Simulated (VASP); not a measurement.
Here is a VASP 6.6.1 calculation.

The input INCAR:

```
PREC = Accurate
ENCUT = 520
EDIFF = 1E-6
ISMEAR = 0
SIGMA = 0.1
LREAL = F
LASPH = T
NELM = 60
ALGO = Normal
ISIF = 2
LWAVE = F
LCHARG = F
GGA = PE
NBANDS = 41
```

KPOINTS

```
regular mesh
0
Gamma
  6 6 6
```

The input POSCAR:

```
Ga2B3As5
1.0
   -1.8122050397      1.8122050397     13.2669320630
    1.8122050397     -1.8122050397     13.2669320630
    1.8122050397      1.8122050397    -13.2669320630
Ga B As
2 3 5
Direct
    0.6912853660      0.6912853660      0.0000000000
    0.3087146340      0.3087146340      0.0000000000
    0.9119888088      0.9119888088      0.0000000000
    0.5000000000      0.5000000000      0.0000000000
    0.0880111912      0.0880111912      0.0000000000
    0.2500000000      0.7500000000      0.5000000000
    0.8684839640      0.3684839640      0.5000000000
    0.4560710954      0.9560710954      0.5000000000
    0.0439289046      0.5439289046      0.5000000000
    0.6315160360      0.1315160360      0.5000000000
```

Potentials or basis: VASP PAW PBE potentials, release 64 (Ga_d, B, As).

Command:

```sh
$ cat potpaw_PBE.64/Ga_d/POTCAR potpaw_PBE.64/B/POTCAR potpaw_PBE.64/As/POTCAR > POTCAR
$ mpirun -np 1 vasp_std > vasp.out
```

(1) Predict the band gap on the k mesh.

(2) Predict the largest force.

(3) Predict the pressure.

## Answers

(1) 0.27 eV (least direct gap 0.28 eV).

(2) 0.006 eV/Å.

(3) 0.3 GPa.

Caveat: semilocal functionals underestimate gaps, and a narrow one can read as zero.
